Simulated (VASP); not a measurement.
# TlCl (Pm-3m) in VASP: a series of runs

The runs below take TlCl through single point, with PBEsol.

Everything below comes from runs of VASP 6.6.1. Logs are shortened: lines on timing, memory, paths and dates and some standing lists are left out, and cuts for length are marked.

## 1. The cell of the first run

The structure is cubic, space group Pm-3m (No. 221). The conventional cell has a = 3.839 Å, b = 3.839 Å, c = 3.839 Å, α = 90.00°, β = 90.00°, γ = 90.00°. Within 4.4 Å of Tl (site symmetry m-3m) lie 8 Cl at 3.32 Å and 6 Tl at 3.84 Å. Cl (site symmetry m-3m) has 8 Tl at 3.32 Å and 6 Cl at 3.84 Å within 4.4 Å.

## 2. Single point, PBEsol

Input file INCAR:

```
PREC = Accurate
ENCUT = 500
EDIFF = 1E-6
ISMEAR = 0
SIGMA = 0.01
LREAL = F
LASPH = T
NELM = 120
ALGO = Normal
ISIF = 2
LWAVE = F
LCHARG = F
GGA = PS
NBANDS = 17
GGA_COMPAT = F
```

Input file KPOINTS:

```
regular mesh
0
Gamma
  4 4 4
```

Input file POSCAR:

```
TlCl
1.0
    3.8388256296      0.0000000000      0.0000000000
    0.0000000000      3.8388256296      0.0000000000
    0.0000000000      0.0000000000      3.8388256296
Tl Cl
1 1
Direct
    0.0000000000      0.0000000000      0.0000000000
    0.5000000000      0.5000000000      0.5000000000
```

Potentials or basis: VASP PAW PBE potentials, release 64 (Tl_d, Cl).

The run is started by

```
$ cat potpaw_PBE.64/Tl_d/POTCAR potpaw_PBE.64/Cl/POTCAR > POTCAR
$ mpirun -np 1 vasp_std > vasp.out
```

OUTCAR:

```text
PREC = Accurate
   ENCUT = 500
   EDIFF = 1E-6
   ISMEAR = 0
   LREAL = F
   LASPH = T
   NELM = 120
   ISIF = 2
   GGA = PS

 ion  position               nearest neighbor table
   1  0.000  0.000  0.000-   2 3.32   2 3.32   2 3.32   2 3.32   2 3.32   2 3.32   2 3.32   2 3.32

   2  0.500  0.500  0.500-   1 3.32   1 3.32   1 3.32   1 3.32   1 3.32   1 3.32   1 3.32   1 3.32

  LATTYP: Found a simple cubic cell.
 ALAT       =     3.8388256296

  Lattice vectors:

 A1 = (   3.8388256296,   0.0000000000,   0.0000000000)
 A2 = (   0.0000000000,   3.8388256296,   0.0000000000)
 A3 = (   0.0000000000,   0.0000000000,   3.8388256296)

Analysis of symmetry for initial positions (statically):
=====================================================================
 Subroutine PRICEL returns:
 Original cell was already a primitive cell.

 Routine SETGRP: Setting up the symmetry group for a
 simple cubic supercell.

 Subroutine GETGRP returns: Found 48 space group operations
 (whereof 48 operations were pure point group operations)
 out of a pool of 48 trial point group operations.

The static configuration has the point symmetry O_h .

Analysis of symmetry for dynamics (positions and initial velocities):
=====================================================================
 Subroutine PRICEL returns:
 Original cell was already a primitive cell.

 Routine SETGRP: Setting up the symmetry group for a
 simple cubic supercell.

 Subroutine GETGRP returns: Found 48 space group operations
 (whereof 48 operations were pure point group operations)
 out of a pool of 48 trial point group operations.

The dynamic configuration has the point symmetry O_h .

 Subroutine INISYM returns: Found 48 space group operations
 (whereof 48 operations are pure point group operations),
 and found     1 'primitive' translations

----------------------------------------------------------------------------------------

                                     Primitive cell

  volume of cell :      56.5712

  direct lattice vectors                    reciprocal lattice vectors
     3.838825630  0.000000000  0.000000000     0.260496333  0.000000000  0.000000000
     0.000000000  3.838825630  0.000000000     0.000000000  0.260496333  0.000000000
     0.000000000  0.000000000  3.838825630     0.000000000  0.000000000  0.260496333

[... 57 lines left out ...]
   NGXF,Y,Z  is equivalent  to a cutoff of  24.25, 24.25, 24.25 a.u.
 SYSTEM =  unknown system
   PREC   = accura    normal or accurate (medium, high low for compatibility)
   ISTART =      0    job   : 0-new  1-cont  2-samecut
   ICHARG =      2    charge: 1-file 2-atom 10-const
   ISPIN  =      1    spin polarized calculation?
   LNONCOLLINEAR =      F non collinear calculations
   LSORBIT =      F    spin-orbit coupling
   LASPH  =      T    aspherical Exc in radial PAW
   ENCUT  =  500.0 eV  36.75 Ry    6.06 a.u.   7.00  7.00  7.00*2*pi/ulx,y,z
   NELM   =    120;   NELMIN=  2; NELMDL= -5     # of ELM steps
   EDIFF  = 0.1E-05   stopping-criterion for ELM
   LREAL  =      F    real-space projection
[... 7 lines left out ...]
   TEBEG  =    0.0;   TEEND  =   0.0 temperature during run
   PSTRESS=    0.0 pullay stress
   NELECT =      20.0000    total number of electrons
   NUPDOWN=      -1.0000    fix difference up-down
   EMIN   =  10.00;   EMAX   =-10.00  energy-range for DOS
   EFERMI =   0.00;   METHOD = LEGACY
   ISMEAR =     0;   SIGMA  =   0.01  broadening in eV -4-tet -1-fermi 0-gaus
   EFERMI_NEDOS =   21; number of points for ismear=-14 and -15
   IALGO  =     38    algorithm
   IMIX   =      4    mixing-type and parameters
     AMIX     =   0.40;   BMIX     =  1.00
     AMIX_MAG =   1.60;   BMIX_MAG =  1.00
  volume/ion in A,a.u.               =      28.29       190.88
  Fermi-wavevector in a.u.,A,eV,Ry     =   1.157586  2.187520 18.231867  1.340004
  Thomas-Fermi vector in A             =   2.294196
   LORBIT       =      0    0 simple, 1 ext, 2 COOP (PROOUT), +10 PAW based schemes
   GGA     = PS    functional components
   LHFCALC =     F    Hartree Fock is set to
   AEXX    =    0.0000 exact exchange contribution
   IVDW    =     0    specifies the selected vdW correction
   LEPSILON=     F    determine dielectric tensor
   LRPA    =     F    only Hartree local field effects (RPA)
 non-spin polarized calculation
 Gauss-broadening in eV      SIGMA  =   0.01
  energy-cutoff  :      500.00
  volume of cell :       56.57
 maximum number of plane-waves:      1472
 NGX is ok and might be reduce to    28
   NGX = 13   NGY = 13   NGZ = 13

 number of electron      19.9999993 magnetization

 Free energy of the ion-electron system (eV)
  ---------------------------------------------------
  ext. energy  EPLUGINS =         0.00000000
  ---------------------------------------------------
  free energy    TOTEN  =        -6.44715907 eV

  energy without entropy =       -6.44715907  energy(sigma->0) =       -6.44715907

 E-fermi :   2.6254     XC(G=0):  -9.3482

 val. band max:        2.5639387078   @ k =   0.5000   0.0000   0.0000
 cond. band min:       4.5066751930   @ k =   0.5000   0.0000   0.0000
 fundamental gap:      1.9427364852
 Fermi energy:         2.6254386477

 k-point     1 :       0.0000    0.0000    0.0000
  band No.  band energies     occupation
      1     -11.1743      2.00000
      2      -7.3365      2.00000
      3      -7.3365      2.00000
      4      -7.0904      2.00000
      5      -7.0904      2.00000
      6      -7.0904      2.00000
[... 177 lines left out ...]
      4      -7.2756      2.00000
      5      -7.0182      2.00000
      6      -7.0182      2.00000
[... 9 lines left out ...]
     16      15.2095      0.00000
     17      19.4578      0.00000

------------------------ aborting loop because EDIFF is reached ----------------------------------------

  FORCE on cell =-STRESS in cart. coord.  units (eV):
  Direction    XX          YY          ZZ          XY          YZ          ZX
  --------------------------------------------------------------------------------------
  -------------------------------------------------------------------------------------
  Total       -0.4891248     -0.4891248     -0.4891248      0.0000000      0.0000000     -0.0000000
  in kB      -13.8527209    -13.8527209    -13.8527209      0.0000000      0.0000000     -0.0000000
  external PRESSURE =     -13.8527209 kB  Pullay stress =       0.0000000 kB

 VOLUME and BASIS-vectors are now :
 -----------------------------------------------------------------------------
  energy-cutoff  :      500.00
  volume of cell :       56.57
      direct lattice vectors                 reciprocal lattice vectors
     3.838825630  0.000000000  0.000000000     0.260496333  0.000000000  0.000000000
     0.000000000  3.838825630  0.000000000     0.000000000  0.260496333  0.000000000
     0.000000000  0.000000000  3.838825630     0.000000000  0.000000000  0.260496333

 POSITION                                       TOTAL-FORCE (eV/Angst)
 -----------------------------------------------------------------------------------
      0.00000      0.00000      0.00000         0.000000      0.000000      0.000000
      1.91941      1.91941      1.91941         0.000000      0.000000      0.000000
 -----------------------------------------------------------------------------------
    total drift:                               -0.000000      0.000000      0.000000

  FREE ENERGIE OF THE ION-ELECTRON SYSTEM (eV)
  ---------------------------------------------------
  free  energy   TOTEN  =        -6.4471590734 eV

  energy  without entropy=       -6.4471590734  energy(sigma->0) =       -6.44715907
```

Run time: 9.2 s. Hardware: 1 thread of Intel Xeon 8259CL, shared host; peak memory 0.16 GiB.

What came out:

| Property | Result |
| --- | --- |
| Free energy | -6.4472 eV |
| Pressure | -1.4 GPa |
| Band gap on the k mesh | 1.94 eV |

Caveat: the PAW data sets were made with another functional, which shifts forces and pressure a little; spin-orbit coupling is left out, which moves the levels of the heavy elements. A k mesh can miss the band edges.

## 3. Single point, PBEsol

Input file INCAR:

```
SYSTEM = TlCl
PREC     = Accurate       ! precision mode
ENCUT    = 500            ! plane-wave cutoff, eV
EDIFF    = 1E-6           ! SCF threshold, eV
ISMEAR   = 0              ! smearing method
SIGMA    = 0.01           ! smearing width, eV
LREAL    = .False.        ! projectors in reciprocal space
LASPH    = .True.         ! aspherical terms in the spheres
NELM     = 120            ! most SCF steps
ALGO     = Normal         ! electronic algorithm
ISIF     = 2              ! what is computed and relaxed
LWAVE    = .False.        ! write WAVECAR
LCHARG   = .False.        ! write CHGCAR
GGA      = PS             ! functional
NBANDS   = 17             ! bands
GGA_COMPAT= .False.
```

Input file KPOINTS:

```
Automatic mesh
0
Gamma
  4 4 4
  0.5 0.5 0.5
```

POSCAR is that of step 2.

Potentials or basis: VASP PAW PBE potentials, release 64 (Tl_d, Cl).

The run is started by

```
$ cat potpaw_PBE.64/Tl_d/POTCAR potpaw_PBE.64/Cl/POTCAR > POTCAR
$ mpirun -np 1 vasp_std > vasp.out
```

Wall time 5.8 s (1 thread of Intel Xeon 8259CL, shared host); peak memory 0.15 GiB.

It converged, with:

```yaml
Free_energy: -6.4582 eV
Pressure: -1.5 GPa
Band_gap_on_the_k_mesh: 3.54 eV (least direct gap 3.64 eV)
```

Levels at points of the mesh, in eV from the valence-band top:
| k point | band 6 | band 7 | band 8 | band 9 | band 10 | band 11 | band 12 | band 13 | band 14 | band 15 |
| --- | --- | --- | --- | --- | --- | --- | --- | --- | --- | --- |
| (0.12, 0.12, 0.12) | -9.26 | -4.45 | -1.29 | -1.29 | -0.33 | 6.30 | 6.70 | 6.70 | 9.80 | 9.80 |

Caveat: the PAW data sets were made with another functional, which shifts forces and pressure a little; spin-orbit coupling is left out, which moves the levels of the heavy elements; a shifted mesh leaves out Γ, where band edges can lie.

## 4. Single point, PBEsol

Input file INCAR:

```
ALGO     = Normal         # electronic algorithm
EDIFF    = 1E-6           # SCF threshold, eV
ENCUT    = 500            # plane-wave cutoff, eV
GGA      = PS             # functional
GGA_COMPAT= F            
ISIF     = 2              # what is computed and relaxed
ISMEAR   = 0              # smearing method
LASPH    = T              # aspherical terms in the spheres
LCHARG   = T              # write CHGCAR
LELF     = T              # ELF
LREAL    = F              # projectors in reciprocal space
LVHAR    = T            
LWAVE    = F              # write WAVECAR
NBANDS   = 17             # bands
NELM     = 120            # most SCF steps
PREC     = Accurate       # precision mode
SIGMA    = 0.05           # smearing width, eV
```

Input file KPOINTS:

```
k-points
0
Gamma
  4 4 4
```

POSCAR is that of step 3.

The run is started by

```
$ cat potpaw_PBE.64/Tl_d/POTCAR potpaw_PBE.64/Cl/POTCAR > POTCAR
$ mpirun -np 1 vasp_std > vasp.out
```

It took 11 s on 1 thread of Intel Xeon 8259CL, shared host; peak memory 0.16 GiB.

It converged, with:

| Property | Result |
| --- | --- |
| Free energy | -6.4472 eV |
| Pressure | -1.4 GPa |
| Band gap on the k mesh | 1.94 eV |

Levels at points of the mesh, in eV from the valence-band top:
| k point | band 7 | band 8 | band 9 | band 10 | band 11 | band 12 | band 13 | band 14 |
| --- | --- | --- | --- | --- | --- | --- | --- | --- |
| (0.00, 0.00, 0.00) | -4.63 | -1.52 | -1.52 | -1.52 | 7.68 | 7.68 | 7.73 | 7.73 |
| (0.50, 0.00, 0.00) | -5.50 | -1.08 | -1.08 | 0.00 | 1.94 | 6.47 | 6.47 | 8.64 |
| (0.50, 0.50, 0.00) | -3.42 | -3.02 | -3.02 | -1.03 | 4.80 | 4.80 | 8.26 | 8.38 |
| (0.50, 0.50, 0.50) | -2.21 | -2.02 | -2.02 | -2.02 | 2.42 | 2.42 | 2.42 | 12.65 |

Caveat: the PAW data sets were made with another functional, which shifts forces and pressure a little; spin-orbit coupling is left out, which moves the levels of the heavy elements. A k mesh can miss the band edges.

## 5. Single point, PBEsol

Input file INCAR:

```
ALGO = Normal
EDIFF = 1E-6
ENCUT = 500
GGA = PS
GGA_COMPAT = F
ISIF = 2
ISMEAR = 1
LASPH = T
LCHARG = T
LELF = T
LREAL = F
LVHAR = T
LWAVE = F
NBANDS = 17
NELM = 120
PREC = Accurate
SIGMA = 0.2
```

KPOINTS is that of step 4.

POSCAR is that of step 4.

The run is started by

```
$ cat potpaw_PBE.64/Tl_d/POTCAR potpaw_PBE.64/Cl/POTCAR > POTCAR
$ mpirun -np 1 vasp_std > vasp.out
```

Run time: 12 s. Hardware: 1 thread of Intel Xeon 8259CL, shared host; peak memory 0.16 GiB.

It converged, with:

- Free energy: -6.4466 eV
- Pressure: -1.4 GPa
- Band gap on the k mesh: 1.94 eV

Levels at points of the mesh, in eV from the valence-band top:
```csv
k point,band 6,band 7,band 8,band 9,band 10,band 11,band 12,band 13,band 14,band 15
"(0.00, 0.00, 0.00)",-9.65,-4.63,-1.52,-1.52,-1.52,7.68,7.68,7.73,7.73,7.73
"(0.50, 0.00, 0.00)",-9.65,-5.50,-1.08,-1.08,0.00,1.94,6.47,6.47,8.64,11.33
"(0.50, 0.50, 0.00)",-9.59,-3.42,-3.02,-3.02,-1.03,4.80,4.80,8.26,8.38,11.33
"(0.50, 0.50, 0.50)",-9.58,-2.21,-2.02,-2.02,-2.02,2.42,2.42,2.42,12.65,12.65
```

Caveat: the PAW data sets were made with another functional, which shifts forces and pressure a little; spin-orbit coupling is left out, which moves the levels of the heavy elements.

## 6. The runs side by side

| k mesh | smearing | gap on the mesh (eV) | pressure (GPa) |
| --- | --- | --- | --- |
| 4 × 4 × 4 | gaussian 0.01 eV | 1.94 | -1.4 |
| 4 × 4 × 4, shifted | gaussian 0.01 eV | 3.54 | -1.5 |
| 4 × 4 × 4 | gaussian 0.05 eV | 1.94 | -1.4 |
| 4 × 4 × 4 | methfessel-paxton 0.2 eV | 1.94 | -1.4 |

Alike in all rows: task single point; level PBEsol; potentials or basis VASP PAW PBE potentials, release 64 (Tl_d, Cl); no spin polarisation; cell as given; cutoff (eV) 500.

Caveats: the PAW data sets were made with another functional, which shifts forces and pressure a little; spin-orbit coupling is left out, which moves the levels of the heavy elements; a shifted mesh leaves out Γ, where band edges can lie (at least some runs).

Total energies depend on the potentials used, so only differences within one code and one set of settings carry meaning.
